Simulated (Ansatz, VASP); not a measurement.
Two plane-wave programs on MgS

```
CELL_PARAMETERS angstrom
0.00000 2.83088 2.83088
2.83088 0.00000 2.83088
2.83088 2.83088 0.00000
ATOMIC_POSITIONS crystal
Mg 0.00000 0.00000 0.00000
S 0.25000 0.25000 0.25000
```

Alike in both runs: task single point; functional PBE; k mesh 6 × 6 × 6; occupations fermi-dirac, width 0.001 eV; no spin polarisation.

|  | VASP | Ansatz |
| --- | --- | --- |
| version | VASP 6.6.1 | Ansatz 0.2.0 |
| potentials or method | VASP PAW PBE potentials, release 64 (Mg, S) | plane waves |
| plane-wave cutoff (eV) | 600 | 420 |
| valence electrons in the cell | 8 | 16 |

Ansatz gave:

```
gap on the k mesh at the Fermi level (eV) : 3.47
pressure (GPa)                            : 1.1
```

**Question.** Which values does VASP return?

**Answer.** gap on the k mesh at the Fermi level (eV): 3.46; pressure (GPa): 1.0.

VASP's potentials hold 8 valence electrons a cell and Ansatz's 16, so a difference there can come from the potentials and not from the codes.
